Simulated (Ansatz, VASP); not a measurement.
One calculation of InBAs2, two programs

INCAR

```
ALGO = Normal ; EDIFF = 1E-6
ENCUT = 520 ; GGA = PE
ISIF = 2 ; ISMEAR = -1
LASPH = T ; LCHARG = F
LREAL = F ; LWAVE = F
NBANDS = 21 ; NELM = 80
PREC = Accurate ; SIGMA = 0.02
```

File KPOINTS:

```
k-points
0
Gamma
  6 6 4
```

Contents of POSCAR:

```
InBAs2
1.0
    3.8221118359      0.0000000000      0.0000000000
    0.0000000000      3.8221118359      0.0000000000
    0.0000000000      0.0000000000      5.8815103875
B As In
1 2 1
Direct
    0.0000000000      0.0000000000      0.0000000000
    0.0000000000      0.5000000000      0.1923229665
    0.5000000000      0.0000000000      0.8076770335
    0.5000000000      0.5000000000      0.5000000000
```

Input for Ansatz:

```yaml
crystal:
  lattice:
    - [3.8221118359, 0.0, 0.0]
    - [0.0, 3.8221118359, 0.0]
    - [0.0, 0.0, 5.8815103875]
  atoms:
    - { symbol: B, position: [0.0, 0.0, 0.0] }
    - { symbol: As, position: [0.0, 0.5, 0.1923229665] }
    - { symbol: In, position: [0.5, 0.5, 0.5] }
    - { symbol: As, position: [0.5, 0.0, 0.8076770335] }
kpoints:
  mp_grid: { grid: [6, 6, 4] }
hamiltonian:
  xc: pbe
scf:
  occupations: { method: fermi_dirac, width: 0.02 }
  n_extra_bands: 5
output:
  forces: true
  stress: true
  eigenvalues: true
```

Alike in both runs: task single point; functional PBE; k mesh 6 × 6 × 4; occupations fermi-dirac, width 0.02 eV; no spin polarisation.

```csv
,VASP,Ansatz
version,VASP 6.6.1,Ansatz 0.2.0
potentials or method,"VASP PAW PBE potentials, release 64 (B, As, In_d)","plane waves, PAW"
plane-wave cutoff (eV),520,420
valence electrons in the cell,26,46
```

Ansatz gave:

* pressure (GPa): -2.1
* rms of the force components (eV/Å): 0.018

Task: Estimate VASP's values.

Result: Pressure (GPa): -1.9; rms of the force components (eV/Å): 0.023.

VASP's potentials hold 26 valence electrons a cell and Ansatz's 46, so a difference there can come from the potentials and not from the codes.
